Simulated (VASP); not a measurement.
# Na (P2_13) in VASP: single point with PBE

Aim: the single point of Na with PBE.

Program: VASP 6.6.1. These are calculated values, not measurements. Logs are shortened: lines on timing, memory, paths and dates and some standing lists are left out, and cuts for length are marked.

## Step 1: The cell of the first run

It takes space group P2_13 (No. 198, cubic). The conventional cell has a = 5.214 Å, b = 5.214 Å, c = 5.214 Å, α = 90.00°, β = 90.00°, γ = 90.00°. Na (site symmetry 3) has 6 Na at 3.21 Å within 4.2 Å.

## Step 2: Single point, PBE (Li replaced by Na, lengths x 1.178, strained)

Contents of INCAR:

```
PREC     = Accurate       # precision mode
ENCUT    = 520            # plane-wave cutoff, eV
EDIFF    = 1E-7           # SCF threshold, eV
ISMEAR   = 0              # smearing method
SIGMA    = 0.1            # smearing width, eV
LREAL    = False          # projectors in reciprocal space
LASPH    = True           # aspherical terms in the spheres
NELM     = 60             # most SCF steps
ALGO     = Fast           # electronic algorithm
ISIF     = 2              # what is computed and relaxed
LWAVE    = False          # write WAVECAR
LCHARG   = False          # write CHGCAR
GGA      = PE             # functional
NBANDS   = 22             # bands
```

Contents of KPOINTS:

```
Automatic mesh
0
Gamma
  8 8 8
```

Contents of POSCAR:

```
Na
1.0
    5.2141960798      0.0000000000      0.0000000000
    0.0000000000      5.2141960798      0.0000000000
    0.0000000000      0.0000000000      5.2141960798
Na
4
Direct
    0.8551261546      0.1448738454      0.6448738454
    0.3551261546      0.3551261546      0.3551261546
    0.1448738454      0.6448738454      0.8551261546
    0.6448738454      0.8551261546      0.1448738454
```

Potentials or basis: VASP PAW PBE potentials, release 64 (Na_pv).

The run is started by

```console
$ cat potpaw_PBE.64/Na_pv/POTCAR > POTCAR
$ mpirun -np 1 vasp_std > vasp.out
```

OUTCAR:

```text
PREC = Accurate
   ENCUT = 520
   EDIFF = 1E-7
   ISMEAR = 0
   LREAL = False
   LASPH = True
   NELM = 60
   ISIF = 2
   GGA = PE

 ion  position               nearest neighbor table
   1  0.855  0.145  0.645-
   2  0.355  0.355  0.355-
   3  0.145  0.645  0.855-
   4  0.645  0.855  0.145-

  LATTYP: Found a simple cubic cell.
 ALAT       =     5.2141960798

  Lattice vectors:

 A1 = (   5.2141960798,   0.0000000000,   0.0000000000)
 A2 = (   0.0000000000,   5.2141960798,   0.0000000000)
 A3 = (   0.0000000000,   0.0000000000,   5.2141960798)

Analysis of symmetry for initial positions (statically):
=====================================================================
 Subroutine PRICEL returns:
 Original cell was already a primitive cell.

 Routine SETGRP: Setting up the symmetry group for a
 simple cubic supercell.

 Subroutine GETGRP returns: Found 12 space group operations
 (whereof  3 operations were pure point group operations)
 out of a pool of 48 trial point group operations.

The static configuration has the point symmetry C_3 .
 The point group associated with its full space group is T   .

Analysis of symmetry for dynamics (positions and initial velocities):
=====================================================================
 Subroutine PRICEL returns:
 Original cell was already a primitive cell.

 Routine SETGRP: Setting up the symmetry group for a
 simple cubic supercell.

 Subroutine GETGRP returns: Found 12 space group operations
 (whereof  3 operations were pure point group operations)
 out of a pool of 48 trial point group operations.

The dynamic configuration has the point symmetry C_3 .
 The point group associated with its full space group is T   .

 Subroutine INISYM returns: Found 12 space group operations
 (whereof  3 operations are pure point group operations),
 and found     1 'primitive' translations

----------------------------------------------------------------------------------------

                                     Primitive cell

  volume of cell :     141.7627

  direct lattice vectors                    reciprocal lattice vectors
     5.214196080  0.000000000  0.000000000     0.191784119  0.000000000  0.000000000
     0.000000000  5.214196080  0.000000000     0.000000000  0.191784119  0.000000000
     0.000000000  0.000000000  5.214196080     0.000000000  0.000000000  0.191784119

  length of vectors
     5.214196080  5.214196080  5.214196080     0.191784119  0.191784119  0.191784119

  position of ions in fractional coordinates (direct lattice)
     0.855126155  0.144873845  0.644873845
     0.355126155  0.355126155  0.355126155
     0.144873845  0.644873845  0.855126155
     0.644873845  0.855126155  0.144873845

  ion indices of the primitive-cell ions
   primitive index   ion index
                 1           1
                 2           2
                 3           3
                 4           4

----------------------------------------------------------------------------------------

 KPOINTS: Automatic mesh

Automatic generation of k-mesh.
 Grid dimensions read from file:
 generate k-points for:    8    8    8

 Generating k-lattice:

  Cartesian coordinates                     Fractional coordinates (reciprocal lattice)
     0.023973015  0.000000000  0.000000000     0.125000000  0.000000000  0.000000000
     0.000000000  0.023973015  0.000000000     0.000000000  0.125000000  0.000000000
     0.000000000  0.000000000  0.023973015     0.000000000  0.000000000  0.125000000

  Length of vectors
     0.023973015  0.023973015  0.023973015

  Shift w.r.t. Gamma in fractional coordinates (k-lattice)
     0.000000000  0.000000000  0.000000000

 Subroutine IBZKPT returns following result:
 ===========================================

 Found     45 irreducible k-points:

 Following reciprocal coordinates:
            Coordinates               Weight
  0.000000  0.000000  0.000000      1.000000
  0.125000  0.000000  0.000000      6.000000
  0.250000  0.000000  0.000000      6.000000
  0.375000  0.000000  0.000000      6.000000
  0.500000  0.000000  0.000000      3.000000
  0.125000  0.125000  0.000000     12.000000
[... 16 lines left out ...]
  0.250000  0.125000  0.125000     24.000000
  0.375000  0.125000  0.125000     24.000000
 [... further k-points ...]
   k-points           NKPTS =     45   k-points in BZ     NKDIM =     45   number of bands    NBANDS=     22
   number of dos      NEDOS =    301   number of ions     NIONS =      4
   total plane-waves  NPLWV =  64000
   dimension x,y,z NGX =    40 NGY =   40 NGZ =   40
   dimension x,y,z NGXF=    80 NGYF=   80 NGZF=   80
   ions per type =               4
   NGX,Y,Z   is equivalent  to a cutoff of  12.75, 12.75, 12.75 a.u.
   NGXF,Y,Z  is equivalent  to a cutoff of  25.51, 25.51, 25.51 a.u.
 SYSTEM =  unknown system
   PREC   = accura    normal or accurate (medium, high low for compatibility)
   ISTART =      0    job   : 0-new  1-cont  2-samecut
   ICHARG =      2    charge: 1-file 2-atom 10-const
   ISPIN  =      1    spin polarized calculation?
   LNONCOLLINEAR =      F non collinear calculations
   LSORBIT =      F    spin-orbit coupling
   LASPH  =      T    aspherical Exc in radial PAW
   ENCUT  =  520.0 eV  38.22 Ry    6.18 a.u.   9.69  9.69  9.69*2*pi/ulx,y,z
   NELM   =     60;   NELMIN=  2; NELMDL= -5     # of ELM steps
   EDIFF  = 0.1E-06   stopping-criterion for ELM
   LREAL  =      F    real-space projection
   EDIFFG = 0.1E-05   stopping-criterion for IOM
   NSW    =      0    number of steps for IOM
   IBRION =     -1    ionic relax: 0-MD 1-quasi-New 2-CG
   NFREE  =      0    steps in history (QN), initial steepest desc. (CG)
   ISIF   =      2    stress and relaxation
   ISYM   =      2    0-nonsym 1-usesym 2-fastsym
   POTIM  = 0.5000    time-step for ionic-motion
   TEBEG  =    0.0;   TEEND  =   0.0 temperature during run
   PSTRESS=    0.0 pullay stress
   NELECT =      28.0000    total number of electrons
   NUPDOWN=      -1.0000    fix difference up-down
   EMIN   =  10.00;   EMAX   =-10.00  energy-range for DOS
   EFERMI =   0.00;   METHOD = LEGACY
   ISMEAR =     0;   SIGMA  =   0.10  broadening in eV -4-tet -1-fermi 0-gaus
   EFERMI_NEDOS =   21; number of points for ismear=-14 and -15
   IALGO  =     68    algorithm
   IMIX   =      4    mixing-type and parameters
     AMIX     =   0.40;   BMIX     =  1.00
     AMIX_MAG =   1.60;   BMIX_MAG =  1.00
  volume/ion in A,a.u.               =      35.44       239.17
  Fermi-wavevector in a.u.,A,eV,Ry     =   0.953396  1.801658 12.367214  0.908965
  Thomas-Fermi vector in A             =   2.082048
   LORBIT       =      0    0 simple, 1 ext, 2 COOP (PROOUT), +10 PAW based schemes
   GGA     = PE    functional components
   LHFCALC =     F    Hartree Fock is set to
   AEXX    =    0.0000 exact exchange contribution
   IVDW    =     0    specifies the selected vdW correction
   LEPSILON=     F    determine dielectric tensor
   LRPA    =     F    only Hartree local field effects (RPA)
 non-spin polarized calculation
 RMM-DIIS sequential band-by-band and
 Gauss-broadening in eV      SIGMA  =   0.10
  energy-cutoff  :      520.00
  volume of cell :      141.76
 maximum number of plane-waves:      3840
   NGX = 19   NGY = 19   NGZ = 19

 number of electron      27.9999954 magnetization

 Free energy of the ion-electron system (eV)
  ---------------------------------------------------
  ext. energy  EPLUGINS =         0.00000000
  ---------------------------------------------------
  free energy    TOTEN  =        -4.41803767 eV

  energy without entropy =       -4.41174401  energy(sigma->0) =       -4.41489084

 E-fermi :   0.5154     XC(G=0):  -6.5953

 val. band max:        0.4408451049   @ k =   0.3750   0.3750   0.2500
 cond. band min:       0.5417560097   @ k =   0.2500   0.2500   0.0000
 fundamental gap:      0.1009109048
 Fermi energy:         0.5153816950

 k-point     1 :       0.0000    0.0000    0.0000
  band No.  band energies     occupation
      1     -24.6985      2.00000
      2     -24.6985      2.00000
      3     -24.6985      2.00000
      4     -24.6717      2.00000
      5     -24.6717      2.00000
      6     -24.6717      2.00000
[... 14 lines left out ...]
     21       7.3032      0.00000
     22       7.3226      0.00000

 k-point     2 :       0.1250    0.0000    0.0000
  band No.  band energies     occupation
      1     -24.7049      2.00000
      2     -24.7000      2.00000
      3     -24.6906      2.00000
      4     -24.6775      2.00000
      5     -24.6733      2.00000
      6     -24.6637      2.00000
[... 14 lines left out ...]
     21       6.4583      0.00000
     22       6.7412      0.00000

 k-point     3 :       0.2500    0.0000    0.0000
  band No.  band energies     occupation
      1     -24.7092      2.00000
      2     -24.7037      2.00000
      3     -24.6852      2.00000
      4     -24.6773      2.00000
      5     -24.6770      2.00000
      6     -24.6549      2.00000
[... 14 lines left out ...]
     21       5.4878      0.00000
     22       5.7551      0.00000

 k-point     4 :       0.3750    0.0000    0.0000
  band No.  band energies     occupation
      1     -24.7111      2.00000
      2     -24.7077      2.00000
      3     -24.6851      2.00000
      4     -24.6809      2.00000
      5     -24.6689      2.00000
      6     -24.6531      2.00000
[... 14 lines left out ...]
     21       4.8448      0.00000
     22       4.9503      0.00000

 k-point     5 :       0.5000    0.0000    0.0000
  band No.  band energies     occupation
      1     -24.7104      2.00000
      2     -24.7104      2.00000
      3     -24.6839      2.00000
      4     -24.6839      2.00000
      5     -24.6599      2.00000
      6     -24.6599      2.00000
[... 417 lines left out ...]
 k-point    22 :       0.1250    0.1250    0.1250
  band No.  band energies     occupation
      1     -24.7089      2.00000
      2     -24.7001      2.00000
      3     -24.6871      2.00000
      4     -24.6815      2.00000
      5     -24.6706      2.00000
      6     -24.6635      2.00000
[... 14 lines left out ...]
     21       5.4529      0.00000
     22       5.7801      0.00000

 k-point    23 :       0.2500    0.1250    0.1250
  band No.  band energies     occupation
      1     -24.7108      2.00000
      2     -24.7026      2.00000
      3     -24.6847      2.00000
      4     -24.6807      2.00000
      5     -24.6729      2.00000
      6     -24.6600      2.00000
[... 14 lines left out ...]
     21       5.5042      0.00000
     22       5.9116      0.00000

 k-point    24 :       0.3750    0.1250    0.1250
  band No.  band energies     occupation
      1     -24.7113      2.00000
      2     -24.7065      2.00000
      3     -24.6840      2.00000
      4     -24.6778      2.00000
      5     -24.6735      2.00000
      6     -24.6590      2.00000
[... 14 lines left out ...]
     21       5.9032      0.00000
     22       5.9979      0.00000

 [... further k-points ...]
[... 5 lines left out ...]
  --------------------------------------------------------------------------------------
  -------------------------------------------------------------------------------------
  Total        1.3477377      1.3477377      1.3477377      0.0000000      0.0000000      0.0000000
  in kB       15.2318926     15.2318926     15.2318926      0.0000000      0.0000000      0.0000000
  external PRESSURE =      15.2318926 kB  Pullay stress =       0.0000000 kB

 VOLUME and BASIS-vectors are now :
 -----------------------------------------------------------------------------
  energy-cutoff  :      520.00
  volume of cell :      141.76
      direct lattice vectors                 reciprocal lattice vectors
     5.214196080  0.000000000  0.000000000     0.191784119  0.000000000  0.000000000
     0.000000000  5.214196080  0.000000000     0.000000000  0.191784119  0.000000000
     0.000000000  0.000000000  5.214196080     0.000000000  0.000000000  0.191784119

 POSITION                                       TOTAL-FORCE (eV/Angst)
 -----------------------------------------------------------------------------------
      4.45880      0.75540      3.36250        -0.087562      0.087562      0.087562
      1.85170      1.85170      1.85170        -0.087562     -0.087562     -0.087562
      0.75540      3.36250      4.45880         0.087562      0.087562     -0.087562
      3.36250      4.45880      0.75540         0.087562     -0.087562      0.087562
 -----------------------------------------------------------------------------------
    total drift:                               -0.000000      0.000000     -0.000000

  FREE ENERGIE OF THE ION-ELECTRON SYSTEM (eV)
  ---------------------------------------------------
  free  energy   TOTEN  =        -4.4180376679 eV

  energy  without entropy=       -4.4117440055  energy(sigma->0) =       -4.41489084
```

Wall time 83 s (1 thread of Intel Xeon Platinum 8375C at 2.90GHz (Ice Lake), shared host); peak memory 0.28 GiB.

Results:

| Property | Result |
| --- | --- |
| Free energy | -4.4180 eV |
| Pressure | 1.5 GPa |
| Largest force | 0.152 eV/Å |
| Band gap on the k mesh | zero (band 14 reaches 2.47 eV, above the bottom of band 15 at -0.05 eV) |

Forces on the atoms (eV/Å):
```
Na  -0.088  0.088  0.088
Na  -0.088 -0.088 -0.088
Na   0.088  0.088 -0.088
Na   0.088 -0.088  0.088
```

Levels at points of the mesh, in eV from the Fermi level:
```
           k point  band 10  band 11  band 12  band 13  band 14  band 15  band 16  band 17  band 18  band 19
(0.00, 0.00, 0.00)   -25.14   -25.14   -25.13    -3.41     1.96     1.96     1.96     2.12     2.12     2.12
(0.50, 0.00, 0.00)   -25.15   -25.14   -25.14    -1.99    -1.99     2.86     2.86     3.30     3.30     3.37
(0.50, 0.50, 0.00)   -25.14   -25.13   -25.13    -0.67    -0.67    -0.57    -0.57     4.11     4.11     4.54
(0.50, 0.50, 0.50)   -25.15   -25.15   -25.15     0.58     0.58     0.58     0.58     0.90     0.90     0.90
```

Caveat: the cell differs from its parent crystal (Li replaced by Na, lengths x 1.178, strained).
